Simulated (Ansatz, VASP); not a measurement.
# Al: VASP beside Ansatz

Contents of POSCAR:

```
Al
1.0
    0.0000000000      2.0248050000      2.0248050000
    2.0248050000      0.0000000000      2.0248050000
    2.0248050000      2.0248050000      0.0000000000
Al
1
Direct
    0.0000000000      0.0000000000      0.0000000000
```

The input INCAR.step1:

```
ALGO = Normal
EDIFF = 1E-4
ENCUT = 600
GGA = PE
ISMEAR = 0
LASPH = True
LCHARG = False
LREAL = False
LWAVE = True
NELM = 100
PREC = Accurate
SIGMA = 0.1
```

INCAR.step2

```
ALGO = Normal
EDIFF = 1E-6
EDIFFG = -0.01
ENCUT = 600
IBRION = 2
ISIF = 3
ISMEAR = 0
ISTART = 1
LASPH = True
LCHARG = False
LMIXTAU = True
LREAL = False
LWAVE = False
METAGGA = R2SCAN
NELM = 100
NSW = 100
PREC = Accurate
SIGMA = 0.1
```

KPOINTS

```
k-points
0
Gamma
  18 18 18
```

Input for Ansatz:

```yaml
crystal:
  lattice:
    - [0.0, 2.024805, 2.024805]
    - [2.024805, 0.0, 2.024805]
    - [2.024805, 2.024805, 0.0]
  atoms:
    - { symbol: Al, position: [0.0, 0.0, 0.0] }
basis:
  ecutwfc: 500
kpoints:
  mp_grid: { grid: [18, 18, 18] }
hamiltonian:
  xc: r2scan
scf:
  occupations: { method: gaussian, width: 0.1 }
output:
  forces: true
  stress: true
  eigenvalues: true
  write_density: true
  write_potential: true
  elf: true
  volumetric_format: npy
relax:
  adjacent_minimum: "off"
  f_tol: 0.005
  max_steps: 80
  cell: { stress_tol: 0.05 }
```

Alike in both runs: task relaxation of cell and atoms; functional r2SCAN; k mesh 18 × 18 × 18; occupations gaussian, width 0.1 eV; no spin polarisation.

|  | VASP | Ansatz |
| --- | --- | --- |
| version | VASP 6.6.1 | Ansatz 0.2.0 |
| potentials or method | VASP PAW PBE potentials, release 64 (Al), cutoff 600 eV | scalar-relativistic, plane waves, PAW |
| valence electrons in the cell | 3 | 3 |

```csv
,VASP,Ansatz,Ansatz less VASP
"gap on the k mesh at the Fermi level, each at its own relaxed structure (eV)",none,none,-
relaxed volume (Å³/atom),15.84,15.90,+0.063
relaxed cell length with the largest relative difference (Å),2.819,2.823,+0.0037
```

VASP's potentials were made for PBE, not for r2SCAN. A gap of «none» marks a metal or a gap that the smearing closes.
